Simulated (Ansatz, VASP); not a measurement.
## Al: VASP beside Ansatz

```
Al
1.0
     0.00000    1.95609    2.28276
     1.95609    0.00000    2.28276
     1.95609    1.95609    0.00000
Al
1
Direct
  0.00000 0.00000 0.00000
```

Alike in both runs: task single point; functional PBE; dispersion D3(BJ); k mesh 22 × 22 × 22; occupations gaussian, width 0.15 eV; no spin polarisation.

```csv
,VASP,Ansatz
version,VASP 6.6.1,Ansatz 0.2.0
potentials or method,"VASP PAW PBE potentials, release 64 (Al), cutoff 520 eV","scalar-relativistic, plane waves, PAW"
valence electrons in the cell,3,3
```

|  | VASP | Ansatz | Ansatz less VASP |
| --- | --- | --- | --- |
| gap on the k mesh at the Fermi level (eV) | none | none | - |
| pressure (GPa) | -5.4 | -5.4 | +0.01 |
| traceless stress, the component that is largest in VASP (GPa) | -5.17 | -5.18 | -0.017 |

A gap of «none» marks a metal or a gap that the smearing closes.
